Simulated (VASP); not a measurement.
# TaN (P1) in VASP: single point with BLYP+D4

Aim: the single point of TaN with BLYP+D4.

Everything below comes from runs of VASP 6.6.1. Logs are shortened: lines on timing, memory, paths and dates and some standing lists are left out, and cuts for length are marked.

## (1) The cell of the first run

The typed cell holds 2 atoms: a = 3.127 Å, b = 3.127 Å, c = 3.127 Å, α = 60.00°, β = 60.00°, γ = 60.00°.

## (2) Single point, BLYP+D4 (atoms moved at random)

INCAR

```
AGGAC = 1.0 ; AGGAX = 1.0
ALDAC = 0.0 ; ALDAX = 1.0
ALGO = Normal ; EDIFF = 1E-7
ENCUT = 520 ; GGA = B5
ISIF = 2 ; ISMEAR = 0
IVDW = 13 ; LASPH = T
LCHARG = F ; LREAL = F
LWAVE = F ; NBANDS = 15
NELM = 80 ; PREC = Accurate
SIGMA = 0.05 ; VDW_A1 = 0.44488865
VDW_A2 = 4.0933009 ; VDW_S6 = 1.0
VDW_S8 = 2.34076671
```

KPOINTS

```
k-points
0
Gamma
  10 10 10
```

POSCAR

```
TaN
1.0
    3.1272829800      0.0000000000      0.0000000000
    1.5636414900      2.7083065055      0.0000000000
    1.5636414900      0.9027688352      2.5534158608
Ta N
1 1
Direct
    0.4833460000      0.5231510000      0.5146630000
    0.9802460000      0.9989700000      0.9746690000
```

Potentials or basis: VASP PAW PBE potentials, release 64 (Ta_pv, N).

Launch:

```bash
$ cat potpaw_PBE.64/Ta_pv/POTCAR potpaw_PBE.64/N/POTCAR > POTCAR
$ mpirun -np 1 vasp_std > vasp.out
```

OUTCAR:

```text
EDIFF = 1E-7
   ENCUT = 520
   GGA = B5
   ISIF = 2
   ISMEAR = 0
   IVDW = 13
   LASPH = T
   LREAL = F
   NELM = 80
   PREC = Accurate

 ion  position               nearest neighbor table
   1  0.483  0.523  0.515-   2 2.07   2 2.12   2 2.16   2 2.28   2 2.31   2 2.36
   2  0.980  0.999  0.975-   1 2.07   1 2.12   1 2.16   1 2.28   1 2.31   1 2.36

  LATTYP: Found a face centered cubic cell.
 ALAT       =     4.4226460037

  Lattice vectors:

 A1 = (   3.1272829800,   0.0000000000,   0.0000000000)
 A2 = (   1.5636414900,   2.7083065055,   0.0000000000)
 A3 = (   1.5636414900,   0.9027688352,   2.5534158608)

Analysis of symmetry for initial positions (statically):
=====================================================================
 Subroutine PRICEL returns:
 Original cell was already a primitive cell.

 Routine SETGRP: Setting up the symmetry group for a
 face centered cubic supercell.

 Subroutine GETGRP returns: Found  1 space group operations
 (whereof  1 operations were pure point group operations)
 out of a pool of 48 trial point group operations.

The static configuration has the point symmetry C_1 .

Analysis of symmetry for dynamics (positions and initial velocities):
=====================================================================
 Subroutine PRICEL returns:
 Original cell was already a primitive cell.

 Routine SETGRP: Setting up the symmetry group for a
 face centered cubic supercell.

 Subroutine GETGRP returns: Found  1 space group operations
 (whereof  1 operations were pure point group operations)
 out of a pool of 48 trial point group operations.

The dynamic configuration has the point symmetry C_1 .

 Subroutine INISYM returns: Found  1 space group operations
 (whereof  1 operations are pure point group operations),
 and found     1 'primitive' translations

----------------------------------------------------------------------------------------

                                     Primitive cell

  volume of cell :      21.6265

  direct lattice vectors                    reciprocal lattice vectors
     3.127282980  0.000000000  0.000000000     0.319766394 -0.184617213 -0.130544083
     1.563641490  2.708306505  0.000000000     0.000000000  0.369234427 -0.130544084
     1.563641490  0.902768835  2.553415861     0.000000000  0.000000000  0.391632250

  length of vectors
     3.127282980  3.127282980  3.127282980     0.391632250  0.391632250  0.391632250

  position of ions in fractional coordinates (direct lattice)
[... 90 lines left out ...]
   NELECT =      16.0000    total number of electrons
   NUPDOWN=      -1.0000    fix difference up-down
   EMIN   =  10.00;   EMAX   =-10.00  energy-range for DOS
   EFERMI =   0.00;   METHOD = LEGACY
   ISMEAR =     0;   SIGMA  =   0.05  broadening in eV -4-tet -1-fermi 0-gaus
   EFERMI_NEDOS =   21; number of points for ismear=-14 and -15
   IALGO  =     38    algorithm
   IMIX   =      4    mixing-type and parameters
     AMIX     =   0.40;   BMIX     =  1.00
     AMIX_MAG =   1.60;   BMIX_MAG =  1.00
  volume/ion in A,a.u.               =      10.81        72.97
  Fermi-wavevector in a.u.,A,eV,Ry     =   1.480651  2.798024 29.828417  2.192327
  Thomas-Fermi vector in A             =   2.594659
   LORBIT       =      0    0 simple, 1 ext, 2 COOP (PROOUT), +10 PAW based schemes
   GGA     = B5    functional components
   LHFCALC =     F    Hartree Fock is set to
   AEXX    =    0.0000 exact exchange contribution
   IVDW    =    13    specifies the selected vdW correction
   LEPSILON=     F    determine dielectric tensor
   LRPA    =     F    only Hartree local field effects (RPA)
 non-spin polarized calculation
 Gauss-broadening in eV      SIGMA  =   0.05
  energy-cutoff  :      520.00
  volume of cell :       21.63
 maximum number of plane-waves:       592
   NGX = 11   NGY = 11   NGZ = 11

 number of electron      16.0000002 magnetization

 Free energy of the ion-electron system (eV)
  ---------------------------------------------------
  ext. energy  EPLUGINS =         0.00000000
  ---------------------------------------------------
  free energy    TOTEN  =       -19.69137327 eV

  energy without entropy =      -19.69005414  energy(sigma->0) =      -19.69071370

 E-fermi :   9.8170     XC(G=0): -12.6355

 val. band max:        9.8130926889   @ k =  -0.1000  -0.3000   0.3000
 cond. band min:       9.8198861793   @ k =  -0.3000  -0.3000  -0.4000
 fundamental gap:      0.0067934904
 Fermi energy:         9.8170026774

 k-point     1 :       0.0000    0.0000    0.0000
  band No.  band energies     occupation
      1     -25.8256      2.00000
      2     -25.8117      2.00000
      3     -25.8020      2.00000
      4      -8.7422      2.00000
      5       5.3288      2.00000
      6       5.4508      2.00000
      7       5.5268      2.00000
      8       7.8818      2.00000
      9       8.2837      2.00000
     10       8.7332      2.00000
     11      10.2655      0.00000
     12      10.6204      0.00000
     13      11.4178      0.00000
     14      19.6636      0.00000
[... 401 lines left out ...]
      2     -25.8480      2.00000
      3     -25.8293      2.00000
      4      -8.4514      2.00000
      5       3.9916      2.00000
      6       5.1238      2.00000
      7       5.3491      2.00000
      8       7.6652      2.00000
      9       8.6618      2.00000
     10       9.1006      2.00000
     11      10.6487      0.00000
     12      11.3297      0.00000
     13      13.0341      0.00000
     14      20.5900      0.00000
     15      21.5871      0.00000

 [... further k-points ...]

------------------------ aborting loop because EDIFF is reached ----------------------------------------

  DFT-D4 for vdW energy calculation

  Edisp (eV):   -1.18205

  FORCE on cell =-STRESS in cart. coord.  units (eV):
  Direction    XX          YY          ZZ          XY          YZ          ZX
  --------------------------------------------------------------------------------------
  -------------------------------------------------------------------------------------
  Total       0.70527     1.28087     0.99979    -0.15824     0.30483     0.03961
  in kB      52.24909    94.89202    74.06803   -11.72337    22.58327     2.93458
  external pressure =       73.74 kB  Pullay stress =        0.00 kB

 VOLUME and BASIS-vectors are now :
 -----------------------------------------------------------------------------
  energy-cutoff  :      520.00
  volume of cell :       21.63
      direct lattice vectors                 reciprocal lattice vectors
     3.127282980  0.000000000  0.000000000     0.319766394 -0.184617213 -0.130544083
     1.563641490  2.708306505  0.000000000     0.000000000  0.369234427 -0.130544084
     1.563641490  0.902768835  2.553415861     0.000000000  0.000000000  0.391632250

 POSITION                                       TOTAL-FORCE (eV/Angst)
 -----------------------------------------------------------------------------------
      3.13433      1.88147      1.31415        -0.980023     -0.866013     -0.883602
      6.15157      3.58542      2.48874         0.980023      0.866013      0.883602
 -----------------------------------------------------------------------------------
    total drift:                               -0.000097     -0.000051      0.000039

  FREE ENERGIE OF THE ION-ELECTRON SYSTEM (eV)
  ---------------------------------------------------
  free  energy   TOTEN  =       -20.8734187682 eV

  energy  without entropy=      -20.8720996373  energy(sigma->0) =      -20.87275920
```

OSZICAR:

```text
N       E                     dE             d eps       ncg     rms          rms(c)
DAV:   1     0.933424726787E+02    0.93342E+02   -0.86694E+03 15136   0.112E+03
DAV:   2    -0.204712738179E+02   -0.11381E+03   -0.10731E+03 18697   0.306E+02
DAV:   3    -0.232957505315E+02   -0.28245E+01   -0.28079E+01 16744   0.459E+01
DAV:   4    -0.233074772951E+02   -0.11727E-01   -0.11723E-01 19995   0.316E+00
DAV:   5    -0.233075608520E+02   -0.83557E-04   -0.83554E-04 17010   0.236E-01    0.238E+01
DAV:   6    -0.197878609961E+02    0.35197E+01   -0.73276E+00 18267   0.292E+01    0.935E+00
DAV:   7    -0.197205131309E+02    0.67348E-01   -0.68628E-01 18102   0.701E+00    0.686E+00
DAV:   8    -0.197005880361E+02    0.19925E-01   -0.17389E-01 17570   0.352E+00    0.205E+00
DAV:   9    -0.196913218057E+02    0.92662E-02   -0.23593E-02 16555   0.127E+00    0.266E-01
DAV:  10    -0.196913985506E+02   -0.76745E-04   -0.11608E-03 18200   0.382E-01    0.540E-02
DAV:  11    -0.196913724087E+02    0.26142E-04   -0.61873E-05 17444   0.885E-02    0.254E-02
DAV:  12    -0.196913734552E+02   -0.10465E-05   -0.96451E-06 17045   0.309E-02    0.421E-03
DAV:  13    -0.196913732575E+02    0.19774E-06   -0.29578E-07 18095   0.503E-03    0.186E-03
DAV:  14    -0.196913732668E+02   -0.93246E-08   -0.17135E-08  8855   0.119E-03
   1 F= -.20873419E+02 E0= -.20872759E+02  d E =-.131913E-02
```

Wall time 3.4 min (1 thread of AMD EPYC 7R43 (Zen 3), shared host); peak memory 0.24 GiB.

What came out:

```
Free energy                : -20.8734 eV
Pressure                   : 7.4 GPa
Largest force              : 1.578 eV/Å
Band gap on the k mesh     : zero (bands 8 and 9 overlap by 3.32 eV)
Dispersion energy per atom : -0.591 eV
```

Forces in eV/Å, atoms in the order of the input:
```
Ta  -0.980 -0.866 -0.884
N    0.980  0.866  0.884
```

Stress tensor (GPa, compression positive):
```
 5.22 -1.17  0.29
-1.17  9.49  2.26
 0.29  2.26  7.41
```

Levels at points of the mesh, in eV from the Fermi level:
```csv
k point,band 6,band 7,band 8,band 9,band 10,band 11
"(0.00, 0.00, 0.00)",-4.37,-4.29,-1.94,-1.53,-1.08,0.45
"(0.50, 0.00, 0.00)",-7.34,-7.20,1.55,1.75,1.98,3.74
"(0.00, 0.50, 0.00)",-7.37,-7.22,1.59,1.69,2.05,3.80
"(0.00, 0.00, 0.50)",-7.41,-7.28,1.61,1.72,2.10,3.92
"(0.50, 0.50, 0.50)",-7.49,-7.46,1.78,1.88,1.99,4.38
"(0.50, 0.50, 0.00)",-6.16,-4.69,-3.39,2.31,3.38,3.38
"(0.00, 0.50, 0.50)",-5.76,-4.60,-3.88,2.20,3.37,3.38
"(0.50, 0.00, 0.50)",-6.05,-4.65,-3.55,2.28,3.37,3.38
```

Caveat: the cell differs from its parent crystal (atoms moved at random); the cell stands under pressure; the PAW data sets were made with another functional, which shifts forces and pressure a little; spin-orbit coupling is left out, which moves the levels of the heavy elements.
